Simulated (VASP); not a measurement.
A run of VASP 6.6.1 is set up as follows.

File INCAR:

```
SYSTEM = Hf
PREC = Accurate ; ENCUT = 520
EDIFF = 1E-6 ; ISMEAR = 0
SIGMA = 0.15 ; LREAL = .FALSE.
LASPH = .TRUE. ; NELM = 100
ALGO = Fast ; ISIF = 2
LWAVE = .FALSE. ; LCHARG = .FALSE.
GGA = PE ; NBANDS = 17
```

File KPOINTS:

```
regular mesh
0
G
  18 18 10
  0 0 0
```

POSCAR

```
Hf
1.0
    3.2404943572      0.0000000000      0.0000000000
   -1.6202471786      2.8063504341      0.0000000000
    0.0000000000      0.0000000000      4.9220098005
Hf
2
Direct
    0.3333333333      0.6666666667      0.2500000000
    0.6666666667      0.3333333333      0.7500000000
```

Potentials or basis: VASP PAW PBE potentials, release 64 (Hf_pv).

Launch:

```bash
$ cat potpaw_PBE.64/Hf_pv/POTCAR > POTCAR
$ mpirun -np 1 vasp_std > vasp.out
```

Q: What does it give for the band gap on the k mesh?

A: Zero (band 10 reaches 6.00 eV, above the bottom of band 11 at 4.48 eV).

Q: Estimate the pressure.

A: 0.5 GPa.

Stress tensor (GPa, compression positive):
```
-1.15  0.00  0.00
 0.00 -1.15  0.00
 0.00  0.00  3.92
```

Caveat: spin-orbit coupling is left out, which moves the levels of the heavy elements.
